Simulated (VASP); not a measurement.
A run of VASP 6.6.1 is set up as follows.

Contents of INCAR:

```
SYSTEM = Si31Ge
PREC = Accurate
ENCUT = 520
EDIFF = 1E-6
ISMEAR = 0
SIGMA = 0.01
LREAL = Auto
LASPH = .True.
NELM = 100
ALGO = Normal
ISIF = 2
LWAVE = .False.
LCHARG = .False.
GGA = PE
NBANDS = 91
```

Contents of KPOINTS:

```
Automatic mesh
0
Gamma
  3 3 3
  0.5 0.5 0.5
```

POSCAR

```
Si31Ge
1.0
   -5.4777801528      5.4777801528      5.4777801528
    5.4777801528     -5.4777801528      5.4777801528
    5.4777801528      5.4777801528     -5.4777801528
Ge Si
1 31
Direct
    0.0000000000      0.0000000000      0.0000000000
    0.0000000000      0.0000000000      0.7457423734
    0.0000000000      0.2503122166      0.4996324985
    0.0000000000      0.2504661459      0.7493223921
    0.0000000000      0.4996324985      0.2503122166
    0.0000000000      0.5000000000      0.5000000000
    0.0000000000      0.7457423734      0.0000000000
    0.0000000000      0.7493223921      0.2504661459
    0.2503122166      0.0000000000      0.4996324985
    0.2504661459      0.0000000000      0.7493223921
    0.2542576266      0.2542576266      0.2542576266
    0.2506776079      0.2506776079      0.5011437538
    0.2503122166      0.4996324985      0.0000000000
    0.2506776079      0.5011437538      0.2506776079
    0.2504661459      0.7493223921      0.0000000000
    0.2493202819      0.7496877834      0.7496877834
    0.4996324985      0.0000000000      0.2503122166
    0.5000000000      0.0000000000      0.5000000000
    0.4996324985      0.2503122166      0.0000000000
    0.5011437538      0.2506776079      0.2506776079
    0.5000000000      0.5000000000      0.0000000000
    0.5003675015      0.5003675015      0.7506797181
    0.5003675015      0.7506797181      0.5003675015
    0.4988562462      0.7495338541      0.7495338541
    0.7457423734      0.0000000000      0.0000000000
    0.7493223921      0.0000000000      0.2504661459
    0.7493223921      0.2504661459      0.0000000000
    0.7496877834      0.2493202819      0.7496877834
    0.7506797181      0.5003675015      0.5003675015
    0.7495338541      0.4988562462      0.7495338541
    0.7496877834      0.7496877834      0.2493202819
    0.7495338541      0.7495338541      0.4988562462
```

Potentials or basis: VASP PAW PBE potentials, release 64 (Ge_d, Si).

Run with:

```console
$ cat potpaw_PBE.64/Ge_d/POTCAR potpaw_PBE.64/Si/POTCAR > POTCAR
$ mpirun -np 1 vasp_std > vasp.out
```

(1) Predict the band gap on the k mesh.

(2) Predict the pressure.

## Answers

(1) 1.03 eV.

(2) -0.1 GPa.
